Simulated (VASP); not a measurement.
# HfO2 (Fm-3m) in VASP: a series of runs, part 2 of 2

VASP 6.6.1. Earlier steps stand in the parts before.

## 4. Electric field gradients, LDA

Contents of INCAR:

```
ALGO = Normal
EDIFF = 1E-8
ENCUT = 520
GGA = CA
ISIF = 2
ISMEAR = -1
LASPH = True
LCHARG = False
LEFG = True
LREAL = False
LWAVE = False
NBANDS = 18
NELM = 60
PREC = Accurate
SIGMA = 0.02
```

Contents of KPOINTS:

```
k-points
0
Gamma
  10 10 10
```

Contents of POSCAR:

```
HfO2
1.0
    0.0000000000      2.5575000000      2.5575000000
    2.5575000000      0.0000000000      2.5575000000
    2.5575000000      2.5575000000      0.0000000000
Hf O
1 2
Direct
    0.0000000000      0.0000000000      0.0000000000
    0.2500000000      0.2500000000      0.2500000000
    0.7500000000      0.7500000000      0.7500000000
```

Potentials or basis: VASP PAW LDA potentials, release 64 (Hf_pv, O).

Run with:

```console
$ cat potpaw_LDA.64/Hf_pv/POTCAR potpaw_LDA.64/O/POTCAR > POTCAR
$ mpirun -np 1 vasp_std > vasp.out
```

OUTCAR:

```text
EDIFF = 1E-8
   ENCUT = 520
   GGA = CA
   ISIF = 2
   ISMEAR = -1
   LASPH = True
   LREAL = False
   NELM = 60
   PREC = Accurate

 ion  position               nearest neighbor table
   1  0.000  0.000  0.000-   3 2.21   3 2.21   3 2.21   2 2.21   3 2.21   2 2.21   2 2.21   2 2.21

   2  0.250  0.250  0.250-   1 2.21   1 2.21   1 2.21   1 2.21
   3  0.750  0.750  0.750-   1 2.21   1 2.21   1 2.21   1 2.21

  LATTYP: Found a face centered cubic cell.
 ALAT       =     5.1150000000

  Lattice vectors:

 A1 = (   0.0000000000,   2.5575000000,   2.5575000000)
 A2 = (   2.5575000000,   0.0000000000,   2.5575000000)
 A3 = (   2.5575000000,   2.5575000000,   0.0000000000)

Analysis of symmetry for initial positions (statically):
=====================================================================
 Subroutine PRICEL returns:
 Original cell was already a primitive cell.

 Routine SETGRP: Setting up the symmetry group for a
 face centered cubic supercell.

 Subroutine GETGRP returns: Found 48 space group operations
 (whereof 48 operations were pure point group operations)
 out of a pool of 48 trial point group operations.

The static configuration has the point symmetry O_h .

Analysis of symmetry for dynamics (positions and initial velocities):
=====================================================================
 Subroutine PRICEL returns:
 Original cell was already a primitive cell.

 Routine SETGRP: Setting up the symmetry group for a
 face centered cubic supercell.

 Subroutine GETGRP returns: Found 48 space group operations
 (whereof 48 operations were pure point group operations)
 out of a pool of 48 trial point group operations.

The dynamic configuration has the point symmetry O_h .

 Subroutine INISYM returns: Found 48 space group operations
 (whereof 48 operations are pure point group operations),
 and found     1 'primitive' translations

----------------------------------------------------------------------------------------

                                     Primitive cell

  volume of cell :      33.4562

  direct lattice vectors                    reciprocal lattice vectors
     0.000000000  2.557500000  2.557500000    -0.195503421  0.195503421  0.195503421
     2.557500000  0.000000000  2.557500000     0.195503421 -0.195503421  0.195503421
     2.557500000  2.557500000  0.000000000     0.195503421  0.195503421 -0.195503421

  length of vectors
     3.616851186  3.616851186  3.616851186     0.338621859  0.338621859  0.338621859

  position of ions in fractional coordinates (direct lattice)
     0.000000000  0.000000000  0.000000000
     0.250000000  0.250000000  0.250000000
     0.750000000  0.750000000  0.750000000

  ion indices of the primitive-cell ions
   primitive index   ion index
                 1           1
                 2           2
                 3           3

----------------------------------------------------------------------------------------

 KPOINTS: k-points
[... 78 lines left out ...]
   PSTRESS=    0.0 pullay stress
   NELECT =      22.0000    total number of electrons
   NUPDOWN=      -1.0000    fix difference up-down
   EMIN   =  10.00;   EMAX   =-10.00  energy-range for DOS
   EFERMI =   0.00;   METHOD = LEGACY
   ISMEAR =    -1;   SIGMA  =   0.02  broadening in eV -4-tet -1-fermi 0-gaus
   EFERMI_NEDOS =   21; number of points for ismear=-14 and -15
   IALGO  =     38    algorithm
   IMIX   =      4    mixing-type and parameters
     AMIX     =   0.40;   BMIX     =  1.00
     AMIX_MAG =   1.60;   BMIX_MAG =  1.00
  volume/ion in A,a.u.               =      11.15        75.26
  Fermi-wavevector in a.u.,A,eV,Ry     =   1.423607  2.690227 27.574337  2.026657
  Thomas-Fermi vector in A             =   2.544186
   LORBIT       =      0    0 simple, 1 ext, 2 COOP (PROOUT), +10 PAW based schemes
   GGA     = CA    functional components
   LHFCALC =     F    Hartree Fock is set to
   AEXX    =    0.0000 exact exchange contribution
   IVDW    =     0    specifies the selected vdW correction
   LEPSILON=     F    determine dielectric tensor
   LRPA    =     F    only Hartree local field effects (RPA)
 non-spin polarized calculation
  energy-cutoff  :      520.00
  volume of cell :       33.46
 maximum number of plane-waves:       934
   NGX = 13   NGY = 13   NGZ = 13

 number of electron      21.9999993 magnetization

 Free energy of the ion-electron system (eV)
  ---------------------------------------------------
  ext. energy  EPLUGINS =         0.00000000
  ---------------------------------------------------
  free energy    TOTEN  =       -32.91050691 eV

  energy without entropy =      -32.91050691  energy(sigma->0) =      -32.91050691

 E-fermi :   4.2923     XC(G=0): -12.1748

 val. band max:        3.8234636622   @ k =   0.5000   0.5000   0.0000
 cond. band min:       7.3475073666   @ k =   0.5000   0.5000   0.0000
 fundamental gap:      3.5240437044
 Fermi energy:         4.2922577308

 k-point     1 :       0.0000    0.0000    0.0000
  band No.  band energies     occupation
      1     -25.7883      2.00000
      2     -25.7883      2.00000
      3     -25.7883      2.00000
      4     -14.4848      2.00000
      5     -11.4573      2.00000
      6      -1.4220      2.00000
[... 481 lines left out ...]
      5     -12.5004      2.00000
      6      -1.5620      2.00000
[... 10 lines left out ...]
     17      13.7114      0.00000
     18      16.2511      0.00000

 [... further k-points ...]

------------------------ aborting loop because EDIFF is reached ----------------------------------------

  FORCE on cell =-STRESS in cart. coord.  units (eV):
  Direction    XX          YY          ZZ          XY          YZ          ZX
  --------------------------------------------------------------------------------------
  -------------------------------------------------------------------------------------
  Total       -4.0327131     -4.0327131     -4.0327131     -0.0000000     -0.0000000     -0.0000000
  in kB     -193.1216595   -193.1216595   -193.1216595     -0.0000000     -0.0000000     -0.0000000
  external PRESSURE =    -193.1216595 kB  Pullay stress =       0.0000000 kB

 VOLUME and BASIS-vectors are now :
 -----------------------------------------------------------------------------
  energy-cutoff  :      520.00
  volume of cell :       33.46
      direct lattice vectors                 reciprocal lattice vectors
     0.000000000  2.557500000  2.557500000    -0.195503421  0.195503421  0.195503421
     2.557500000  0.000000000  2.557500000     0.195503421 -0.195503421  0.195503421
     2.557500000  2.557500000  0.000000000     0.195503421  0.195503421 -0.195503421

 POSITION                                       TOTAL-FORCE (eV/Angst)
 -----------------------------------------------------------------------------------
      0.00000      0.00000      0.00000         0.000000     -0.000000     -0.000000
      1.27875      1.27875      1.27875        -0.000000      0.000000     -0.000000
      3.83625      3.83625      3.83625         0.000000      0.000000      0.000000
 -----------------------------------------------------------------------------------
    total drift:                                0.000000      0.000000      0.000000

  FREE ENERGIE OF THE ION-ELECTRON SYSTEM (eV)
  ---------------------------------------------------
  free  energy   TOTEN  =       -32.9105069100 eV

  energy  without entropy=      -32.9105069100  energy(sigma->0) =      -32.91050691

 Electric field gradients (V/A^2)
---------------------------------------------------------------------
 ion       V_xx      V_yy      V_zz      V_xy      V_xz      V_yz
---------------------------------------------------------------------
   1      -0.000     0.000    -0.000    -0.000    -0.000    -0.000
   2      -0.000    -0.000     0.000    -0.001    -0.001    -0.001
   3      -0.000    -0.000     0.000    -0.001    -0.001    -0.001
---------------------------------------------------------------------

 Electric field gradients after diagonalization (V/A^2)
 (convention: |V_zz| > |V_xx| > |V_yy|)
----------------------------------------------------------------------
 ion       V_xx      V_yy      V_zz     asymmetry (V_yy - V_xx)/ V_zz
----------------------------------------------------------------------
   1       0.000     0.000    -0.000       0.000
   2       0.001     0.001    -0.002       0.000
   3       0.001     0.001    -0.002       0.000
----------------------------------------------------------------------

           NMR quadrupolar parameters

 Cq : quadrupolar parameter    Cq=e*Q*V_zz/h
 eta: asymmetry parameters     (V_yy - V_xx)/ V_zz
 Q  : nuclear electric quadrupole moment in mb (millibarn)
----------------------------------------------------------------------
 ion       Cq(MHz)       eta       Q (mb)
----------------------------------------------------------------------
   1      -0.000       0.000       1.000
   2      -0.000       0.000       1.000
   3      -0.000       0.000       1.000
----------------------------------------------------------------------
```

stdout:

```text
POSCAR found type information on POSCAR HfO
 POSCAR found :  2 types and       3 ions
 scaLAPACK will be used
 LDA part: xc-table for (Slater(with rela. corr.)+CA(PZ))
 , standard interpolation
 POSCAR, INCAR and KPOINTS ok, starting setup
 FFT: planning ... GRIDC
 FFT: planning ... GRID_SOFT
 FFT: planning ... GRID
 WAVECAR not read
 entering main loop
ion   1

ion   2

ion   3
```

It took 15 s on 1 thread of AMD EPYC 9R45 (Zen 5), shared host; peak memory 0.13 GiB.

Results:

```
Free energy            : -32.9105 eV
Pressure               : -19.3 GPa
Band gap on the k mesh : 3.52 eV, direct
```

Levels at points of the mesh, in eV from the valence-band top:
```
           k point  band 8  band 9  band 10  band 11  band 12  band 13  band 14  band 15
(0.00, 0.00, 0.00)   -5.25   -0.60    -0.60    -0.60     3.62     3.62     5.48    10.04
(0.50, 0.00, 0.00)   -3.03   -2.70    -1.81    -1.81     4.33     4.33     6.69     8.71
(0.50, 0.50, 0.00)   -3.42   -1.51    -1.51     0.00     3.52     5.19     6.35     7.85
```

Caveat: without QUAD_EFG the Cq values of the log hold for a quadrupole moment of 1 mb, not for the nuclei; spin-orbit coupling is left out, which moves the levels of the heavy elements. Expect the measured gap to be larger: semilocal functionals such as LDA lack the derivative discontinuity.

## 5. Electric field gradients, PBEsol

Contents of INCAR:

```
PREC = Accurate
ENCUT = 520
EDIFF = 1E-8
ISMEAR = -1
SIGMA = 0.02
LREAL = F
LASPH = T
NELM = 80
ALGO = Normal
ISIF = 2
LWAVE = F
LCHARG = F
GGA = PS
LEFG = T
NBANDS = 18
```

Contents of KPOINTS:

```
Automatic mesh
0
Gamma
  10 10 10
```

POSCAR is that of step 4.

Potentials or basis: VASP PAW PBE potentials, release 64 (Hf_pv, O).

Run with:

```console
$ cat potpaw_PBE.64/Hf_pv/POTCAR potpaw_PBE.64/O/POTCAR > POTCAR
$ mpirun -np 1 vasp_std > vasp.out
```

OUTCAR:

```text
PREC = Accurate
   ENCUT = 520
   EDIFF = 1E-8
   ISMEAR = -1
   LREAL = F
   LASPH = T
   NELM = 80
   ISIF = 2
   GGA = PS

 ion  position               nearest neighbor table
   1  0.000  0.000  0.000-   3 2.21   3 2.21   3 2.21   2 2.21   3 2.21   2 2.21   2 2.21   2 2.21

   2  0.250  0.250  0.250-   1 2.21   1 2.21   1 2.21   1 2.21
   3  0.750  0.750  0.750-   1 2.21   1 2.21   1 2.21   1 2.21

  LATTYP: Found a face centered cubic cell.
 ALAT       =     5.1150000000

  Lattice vectors:

 A1 = (   0.0000000000,   2.5575000000,   2.5575000000)
 A2 = (   2.5575000000,   0.0000000000,   2.5575000000)
 A3 = (   2.5575000000,   2.5575000000,   0.0000000000)

Analysis of symmetry for initial positions (statically):
=====================================================================
 Subroutine PRICEL returns:
 Original cell was already a primitive cell.

 Routine SETGRP: Setting up the symmetry group for a
 face centered cubic supercell.

 Subroutine GETGRP returns: Found 48 space group operations
 (whereof 48 operations were pure point group operations)
 out of a pool of 48 trial point group operations.

The static configuration has the point symmetry O_h .

Analysis of symmetry for dynamics (positions and initial velocities):
=====================================================================
 Subroutine PRICEL returns:
 Original cell was already a primitive cell.

 Routine SETGRP: Setting up the symmetry group for a
 face centered cubic supercell.

 Subroutine GETGRP returns: Found 48 space group operations
[... 165 lines left out ...]
      5     -11.6495      2.00000
      6      -1.3322      2.00000
[... 481 lines left out ...]
      5     -12.6656      2.00000
      6      -1.4760      2.00000
[... 10 lines left out ...]
     17      13.8133      0.00000
     18      17.1329      0.00000

 [... further k-points ...]

------------------------ aborting loop because EDIFF is reached ----------------------------------------

  FORCE on cell =-STRESS in cart. coord.  units (eV):
  Direction    XX          YY          ZZ          XY          YZ          ZX
  --------------------------------------------------------------------------------------
  -------------------------------------------------------------------------------------
  Total       -2.8296994     -2.8296994     -2.8296994      0.0000000      0.0000000     -0.0000000
  in kB     -135.5108170   -135.5108170   -135.5108170      0.0000000      0.0000000     -0.0000000
  external PRESSURE =    -135.5108170 kB  Pullay stress =       0.0000000 kB

 VOLUME and BASIS-vectors are now :
 -----------------------------------------------------------------------------
  energy-cutoff  :      520.00
  volume of cell :       33.46
      direct lattice vectors                 reciprocal lattice vectors
     0.000000000  2.557500000  2.557500000    -0.195503421  0.195503421  0.195503421
     2.557500000  0.000000000  2.557500000     0.195503421 -0.195503421  0.195503421
     2.557500000  2.557500000  0.000000000     0.195503421  0.195503421 -0.195503421

 POSITION                                       TOTAL-FORCE (eV/Angst)
 -----------------------------------------------------------------------------------
      0.00000      0.00000      0.00000        -0.000000     -0.000000      0.000000
      1.27875      1.27875      1.27875        -0.000000     -0.000000     -0.000000
      3.83625      3.83625      3.83625         0.000000      0.000000      0.000000
 -----------------------------------------------------------------------------------
    total drift:                                0.000000      0.000000      0.000000

  FREE ENERGIE OF THE ION-ELECTRON SYSTEM (eV)
  ---------------------------------------------------
  free  energy   TOTEN  =       -31.5586138359 eV

  energy  without entropy=      -31.5586138359  energy(sigma->0) =      -31.55861384

 Electric field gradients (V/A^2)
---------------------------------------------------------------------
 ion       V_xx      V_yy      V_zz      V_xy      V_xz      V_yz
---------------------------------------------------------------------
   1      -0.000    -0.000     0.000    -0.000    -0.000    -0.000
   2       0.000     0.000     0.000    -0.001    -0.001    -0.001
   3       0.000     0.000     0.000    -0.001    -0.001    -0.001
---------------------------------------------------------------------

 Electric field gradients after diagonalization (V/A^2)
 (convention: |V_zz| > |V_xx| > |V_yy|)
----------------------------------------------------------------------
 ion       V_xx      V_yy      V_zz     asymmetry (V_yy - V_xx)/ V_zz
----------------------------------------------------------------------
   1       0.000     0.000    -0.000       0.000
   2       0.001     0.001    -0.002       0.000
   3       0.001     0.001    -0.002       0.000
----------------------------------------------------------------------

           NMR quadrupolar parameters

 Cq : quadrupolar parameter    Cq=e*Q*V_zz/h
 eta: asymmetry parameters     (V_yy - V_xx)/ V_zz
 Q  : nuclear electric quadrupole moment in mb (millibarn)
----------------------------------------------------------------------
 ion       Cq(MHz)       eta       Q (mb)
----------------------------------------------------------------------
   1      -0.000       0.000       1.000
   2      -0.000       0.000       1.000
   3      -0.000       0.000       1.000
----------------------------------------------------------------------
```

It took 16 s on 1 thread of AMD EPYC 9R45 (Zen 5), shared host; peak memory 0.14 GiB.

What came out:

- Free energy: -31.5586 eV
- Pressure: -13.6 GPa
- Band gap on the k mesh: 3.60 eV, direct

Levels at points of the mesh, in eV from the valence-band top:
```csv
k point,band 7,band 8,band 9,band 10,band 11,band 12,band 13,band 14,band 15,band 16
"(0.00, 0.00, 0.00)",-5.24,-5.24,-0.60,-0.60,-0.60,3.72,3.72,5.44,10.09,10.09
"(0.50, 0.00, 0.00)",-4.23,-3.05,-2.72,-1.82,-1.82,4.43,4.43,6.71,8.75,9.08
"(0.50, 0.50, 0.00)",-3.44,-3.44,-1.50,-1.50,0.00,3.60,5.29,6.36,7.90,7.90
```

Caveat: without QUAD_EFG the Cq values of the log hold for a quadrupole moment of 1 mb, not for the nuclei; the PAW data sets were made with another functional, which shifts forces and pressure a little; spin-orbit coupling is left out, which moves the levels of the heavy elements.

## 6. Summary

| level | potentials or basis | gap on the mesh (eV) | pressure (GPa) |
| --- | --- | --- | --- |
| r2SCAN | VASP PAW PBE potentials, release 64 (Hf_pv, O) | 4.21 | -12.1 |
| PBE | VASP PAW PBE potentials, release 64 (Hf_pv, O) | 3.73 | -6.0 |
| LDA | VASP PAW LDA potentials, release 64 (Hf_pv, O) | 3.52 | -19.3 |
| PBEsol | VASP PAW PBE potentials, release 64 (Hf_pv, O) | 3.60 | -13.6 |

Alike in all rows: task electric field gradients; no spin polarisation; cell as given; k mesh 10 × 10 × 10; cutoff (eV) 520; smearing fermi-dirac 0.02 eV.

Caveats: spin-orbit coupling is left out, which moves the levels of the heavy elements; the PAW data sets were made with another functional, which shifts forces and pressure a little (some runs).

Absolute energies hang on the potentials; compare differences alone.
